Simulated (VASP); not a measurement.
A run of VASP 6.6.1 is set up as follows.

File INCAR:

```
SYSTEM = DySc
PREC     = Accurate       ! precision mode
ENCUT    = 600            ! plane-wave cutoff, eV
EDIFF    = 1E-6           ! SCF threshold, eV
ISMEAR   = -1             ! smearing method
SIGMA    = 0.15           ! smearing width, eV
LREAL    = .FALSE.        ! projectors in reciprocal space
LASPH    = .TRUE.         ! aspherical terms in the spheres
NELM     = 200            ! most SCF steps
ALGO     = Normal         ! electronic algorithm
ISIF     = 2              ! what is computed and relaxed
LWAVE    = .FALSE.        ! write WAVECAR
LCHARG   = .FALSE.        ! write CHGCAR
ISPIN    = 2              ! spin polarisation
MAGMOM   = 5 5 0 0        ! initial moments
LORBIT   = 11             ! projections on sites
LMAXMIX  = 6              ! l up to which the mixer works
GGA      = PE             ! functional
NBANDS   = 43             ! bands
GGA_COMPAT= .FALSE.
```

The input KPOINTS:

```
Automatic mesh
0
Gamma
  1 2 2
  0 0.5 0.5
```

POSCAR

```
DySc
1.0
    5.9640169113      7.5483460230     -0.7957969911
    3.3583176533      0.4673196858      2.9769301878
    4.5161061299     -0.7685483275     -1.2984937153
Dy Sc
2 2
Direct
    0.8352560000      0.9114920000      0.1375010000
    1.3184820000      0.9353370000      0.1831150000
    1.0678420000      1.4113170000      0.6891420000
    1.5629950000      1.4305950000      0.6990920000
```

Potentials or basis: VASP PAW PBE potentials, release 64 (Dy, Sc_sv).

Command:

```console
$ cat potpaw_PBE.64/Dy/POTCAR potpaw_PBE.64/Sc_sv/POTCAR > POTCAR
$ mpirun -np 1 vasp_std > vasp.out
```

**Question.** What does it give for the largest force?

**Answer.** 0.637 eV/Å.

**Question.** What does it give for the pressure?

**Answer.** -3.6 GPa.

**Question.** Predict the site moments.

**Answer.** Dy +4.56, +4.57; Sc +0.11, +0.08 μB.

**Question.** Predict the net moment.

**Answer.** 9.85 μB per cell.

Stress tensor (GPa, compression positive):
```
-3.44 -0.88  0.58
-0.88 -1.85  0.07
 0.58  0.07 -5.38
```

Caveat: the k points lie up to 0.85 Å⁻¹ apart, too coarse for converged energies, forces and pressures; the magnetic or orbital state may not be the lowest. The state reached can hang on the start; a lower one may exist.
